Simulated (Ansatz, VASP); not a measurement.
One calculation of Cd, two programs

File INCAR:

```
PREC = Accurate
ENCUT = 520
EDIFF = 1E-6
ISMEAR = -1
SIGMA = 0.1
LREAL = False
LASPH = True
NELM = 100
ALGO = Normal
ISIF = 2
LWAVE = False
LCHARG = False
GGA = B5
ALDAX = 1.0
AGGAX = 1.0
AGGAC = 1.0
ALDAC = 0.0
NBANDS = 25
```

File KPOINTS:

```
Automatic mesh
0
Gamma
  8 8 11
```

File POSCAR:

```
Cd
1.0
    5.7596728377      0.0000000000      0.0000000000
   -2.8798364189      4.9880229950      0.0000000000
    0.0000000000      0.0000000000      3.3317657703
Cd
3
Direct
    0.0000000000      0.0000000000      0.0000000000
    0.3333333333      0.6666666667      0.5000000000
    0.6666666667      0.3333333333      0.5000000000
```

Input for Ansatz:

```yaml
crystal:
  lattice:
    - [5.7596728377, 0.0, 0.0]
    - [-2.8798364189, 4.988022995, 0.0]
    - [0.0, 0.0, 3.3317657703]
  atoms:
    - { symbol: Cd, position: [0.0, 0.0, 0.0] }
    - { symbol: Cd, position: [0.3333333333, 0.6666666667, 0.5] }
    - { symbol: Cd, position: [0.6666666667, 0.3333333333, 0.5] }
hamiltonian:
  xc: blyp
  pseudopotentials:
    kind: paw
    azcp:
      Cd: "pseudopotentials/Cd.paw.azcp"
basis:
  ecutwfc: 420
  fft_grid_basis: typed
kpoints:
  mp_grid: { grid: [8, 8, 11], shift: [0, 0, 0] }
magnetization:
  spin_polarized: false
scf:
  occupations: { method: fermi_dirac, width: 0.1 }
  lower_state_search: "off"
output:
  stress: true
```

Alike in both runs: task single point; functional BLYP; k mesh 8 × 8 × 11; occupations fermi-dirac, width 0.1 eV; no spin polarisation.

```csv
,VASP,Ansatz
version,VASP 6.6.1,Ansatz 0.2.0
potentials or method,"VASP PAW PBE potentials, release 64 (Cd), cutoff 520 eV","plane waves (420 eV) with PAW, scalar-relativistic"
valence electrons in the cell,36,60
```

|  | VASP | Ansatz | Ansatz less VASP |
| --- | --- | --- | --- |
| pressure (GPa) | -0.8 | -0.8 | -0.01 |

VASP's potentials were made for PBE, not for BLYP. VASP's potentials hold 36 valence electrons a cell and Ansatz's 60, so a difference there can come from the potentials and not from the codes.
